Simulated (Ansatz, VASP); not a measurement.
## Bi2B3Br in VASP and in Ansatz

```
CELL_PARAMETERS angstrom
3.30368 1.90738 3.54180
-3.30368 1.90738 3.54180
0.00000 -3.81476 3.54180
ATOMIC_POSITIONS crystal
B 0.14456 0.78791 0.14456
B 0.14456 0.14456 0.78791
B 0.78791 0.14456 0.14456
Bi 0.35061 0.35061 0.35061
Bi 0.77944 0.77944 0.77944
Br 0.08245 0.08245 0.08245
```

Alike in both runs: task relaxation of cell and atoms; functional PBE; k mesh 3 × 3 × 3; occupations gaussian, width 0.1 eV; no spin polarisation.

|  | VASP | Ansatz |
| --- | --- | --- |
| version | VASP 6.6.1 | Ansatz 0.2.0 |
| potentials or method | VASP PAW PBE potentials, release 64 (B, Bi_d, Br), cutoff 600 eV | scalar-relativistic, plane waves, PAW |
| valence electrons in the cell | 46 | 46 |

```tsv
	VASP	Ansatz	Ansatz less VASP
relaxed volume (Å³/atom)	22.84	24.80	+1.955
relaxed cell length with the largest relative difference (Å)	5.358	7.564	+2.2066
```

One of these differences is far larger than is usual between the two programs; its cause wasn't traced.

The k mesh is coarse, so the values compare programs but aren't converged. Spin-orbit coupling is off throughout.
